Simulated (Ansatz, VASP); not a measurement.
Lu: VASP beside Ansatz

```
Lu
1.0
     3.50708    0.00000    0.00000
    -1.75354    3.03722    0.00000
     0.00000    0.00000    5.47729
Lu
2
Direct
  0.33333 0.66667 0.25000
  0.66667 0.33333 0.75000
```

Alike in both runs: task single point; functional PBE; k mesh 10 × 10 × 6; occupations gaussian, width 0.03 eV; no spin polarisation.

|  | VASP | Ansatz |
| --- | --- | --- |
| version | VASP 6.6.1 | Ansatz 0.2.0 |
| potentials or method | VASP PAW PBE potentials, release 64 (Lu), cutoff 520 eV | plane waves (420 eV) with PAW, scalar-relativistic |
| valence electrons in the cell | 50 | 50 |

VASP gave:

| Property | Result |
| --- | --- |
| pressure (GPa) | 0.0 |
| traceless stress, the component that is largest in VASP (GPa) | -0.43 |

Task: Estimate Ansatz's values.

Result: Pressure (GPa): -0.3; traceless stress, the component that is largest in VASP (GPa): -0.44.

Spin-orbit coupling is off throughout.
